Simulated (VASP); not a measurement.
# Rb (P6/mmm) in VASP: further runs, part 2 of 2

VASP 6.6.1. Earlier steps stand in the parts before.

## Step 3: Relaxation of cell and atoms, PBE

This run uses another cell than the first one, of 87.10 Å³/atom.

File INCAR:

```
SYSTEM = Rb
ALGO     = Normal         ! electronic algorithm
EDIFF    = 1E-6           ! SCF threshold, eV
EDIFFG   = -0.01          ! ionic threshold
ENCUT    = 600            ! plane-wave cutoff, eV
GGA      = PE             ! functional
IBRION   = 2              ! ionic algorithm
ISIF     = 3              ! what is computed and relaxed
ISMEAR   = -1             ! smearing method
LASPH    = .TRUE.         ! aspherical terms in the spheres
LCHARG   = .FALSE.        ! write CHGCAR
LREAL    = .FALSE.        ! projectors in reciprocal space
LWAVE    = .FALSE.        ! write WAVECAR
NELM     = 60             ! most SCF steps
NSW      = 80             ! ionic steps
PREC     = Accurate       ! precision mode
SIGMA    = 0.1            ! smearing width, eV
```

File KPOINTS:

```
k-points
0
G
  5 5 7
  0 0 0
```

File POSCAR:

```
Rb
1.0
    7.8956864786      0.0000000000      0.0000000000
   -3.9478432393      6.8378650708      0.0000000000
    0.0000000000      0.0000000000      4.8400558114
Rb
3
Direct
    0.0000000000      0.0000000000      0.0000000000
    0.3333333333      0.6666666667      0.5000000000
    0.6666666667      0.3333333333      0.5000000000
```

Potentials or basis: VASP PAW PBE potentials, release 64 (Rb_sv).

Command:

```
$ cat potpaw_PBE.64/Rb_sv/POTCAR > POTCAR
$ mpirun -np 1 vasp_std > vasp.out
```

OUTCAR:

```text
SYSTEM = Rb
   EDIFF = 1E-6
   EDIFFG = -0.01
   ENCUT = 600
   GGA = PE
   IBRION = 2
   ISIF = 3
   ISMEAR = -1
   LASPH = .TRUE.
   LREAL = .FALSE.
   NELM = 60
   NSW = 80
   PREC = Accurate

 ion  position               nearest neighbor table
   1  0.000  0.000  0.000-   2 5.16   3 5.16   2 5.16   3 5.16   3 5.16   3 5.16   2 5.16   2 5.16
                             3 5.16   3 5.16   2 5.16   2 5.16
   2  0.333  0.667  0.500-   3 4.56   3 4.56   3 4.56   1 5.16   1 5.16   1 5.16   1 5.16   1 5.16
                             1 5.16
   3  0.667  0.333  0.500-   2 4.56   2 4.56   2 4.56   1 5.16   1 5.16   1 5.16   1 5.16   1 5.16
                             1 5.16

  LATTYP: Found a hexagonal cell.
 ALAT       =     7.8956864786
 C/A-ratio  =     0.6130000000

  Lattice vectors:

 A1 = (   7.8956864786,   0.0000000000,   0.0000000000)
 A2 = (  -3.9478432393,   6.8378650708,   0.0000000000)
 A3 = (   0.0000000000,   0.0000000000,   4.8400558114)

Analysis of symmetry for initial positions (statically):
[... 214 lines left out ...]
 fundamental gap:      0.2143317734
 Fermi energy:         0.0754582238

 k-point     1 :       0.0000    0.0000    0.0000
  band No.  band energies     occupation
      1     -28.8443      2.00000
      2     -28.8370      2.00000
      3     -28.7470      2.00000
      4     -12.9781      2.00000
      5     -12.9781      2.00000
      6     -12.9040      2.00000
[... 573 lines left out ...]
--------------------------------------- Ionic step        7  -------------------------------------------

 number of electron      27.0000000 magnetization

 Free energy of the ion-electron system (eV)
  ---------------------------------------------------
  ext. energy  EPLUGINS =         0.00000000
  ---------------------------------------------------
  free energy    TOTEN  =        -2.83296108 eV

  energy without entropy =       -2.74966019  energy(sigma->0) =       -2.79131064

 E-fermi :  -0.0227     XC(G=0):  -5.4399

 val. band max:       -0.0578086653   @ k =   0.2000   0.2000   0.1429
 cond. band min:       0.1680641436   @ k =   0.2000  -0.0000   0.0000
 fundamental gap:      0.2258728089
 Fermi energy:        -0.0227270695

 k-point     1 :       0.0000    0.0000    0.0000
  band No.  band energies     occupation
      1     -28.9531      2.00000
      2     -28.9477      2.00000
      3     -28.8717      2.00000
      4     -13.0752      2.00000
      5     -13.0752      2.00000
      6     -13.0150      2.00000
[... 419 lines left out ...]
  FREE ENERGIE OF THE ION-ELECTRON SYSTEM (eV)
  ---------------------------------------------------
  free  energy   TOTEN  =        -2.8329610766 eV

  energy  without entropy=       -2.7496601937  energy(sigma->0) =       -2.79131064

 reached required accuracy - stopping structural energy minimisation
```

OSZICAR:

```text
N       E                     dE             d eps       ncg     rms          rms(c)
DAV:   1     0.206097413698E+03    0.20610E+03   -0.10986E+04   680   0.135E+03
DAV:   2     0.192961915291E+02   -0.18680E+03   -0.18529E+03   860   0.248E+02
DAV:   3    -0.216931592382E+01   -0.21466E+02   -0.21434E+02  1030   0.847E+01
[... 59 lines left out ...]
DAV:   4    -0.283295861207E+01   -0.24706E-04   -0.30223E-04  1051   0.745E-02    0.272E-02
DAV:   5    -0.283296046529E+01   -0.18532E-05   -0.38819E-05   912   0.478E-02    0.118E-02
DAV:   6    -0.283296352732E+01   -0.30620E-05   -0.73220E-06   892   0.168E-02    0.755E-03
DAV:   7    -0.283296117280E+01    0.23545E-05   -0.31688E-06   660   0.125E-02    0.601E-04
DAV:   8    -0.283296107662E+01    0.96177E-07   -0.12434E-07   340   0.242E-03
   7 F= -.28329611E+01 E0= -.27913106E+01  d E =-.243389E-03
```

Run time: 4.1 min. Hardware: 1 thread of Intel Xeon 6975P-C (Granite Rapids), shared host; peak memory 0.46 GiB.

Results:

```yaml
Free_energy: -2.8330 eV
Relaxed_volume: 91.94 Å³/atom
Relaxed_cell: a = 8.114 Å, b = 8.114 Å, c = 4.838 Å, α = 90.00°, β = 90.00°, γ = 120.00°
Space_group_after_relaxing_to_0.1_Å: P6/mmm (No. 191)
Energy_gained_by_relaxing: 3.1 meV/atom
Ionic_steps: 7
Pressure_after_relaxing: 0.0 GPa
Band_gap_on_the_k_mesh: zero (an odd number of electrons rules out a gap without spin polarisation)
```

Step by step:
| step | energy change (eV) | largest force (eV/Å) | pressure (GPa) | volume (Å³) |
| --- | --- | --- | --- | --- |
| 1 | 0.0000 | 0.0000 | 0.16 | 261.31 |
| 2 | -0.0036 | 0.0000 | 0.12 | 264.69 |
| 3 | -0.0089 | 0.0000 | 0.01 | 275.00 |
| 4 | -0.0090 | 0.0000 | -0.01 | 276.59 |
| 5 | -0.0090 | 0.0000 | -0.01 | 276.90 |
| 6 | -0.0092 | 0.0000 | -0.01 | 276.64 |
| 7 | -0.0093 | 0.0000 | 0.00 | 275.83 |

Final structure:
```
Rb
1.0
     8.11380    0.00000    0.00000
    -4.05690    7.02675    0.00000
     0.00000    0.00000    4.83802
Rb
3
Cartesian
  0.0000 0.0000 0.0000
  0.0000 4.6845 2.4190
  4.0569 2.3423 2.4190
```
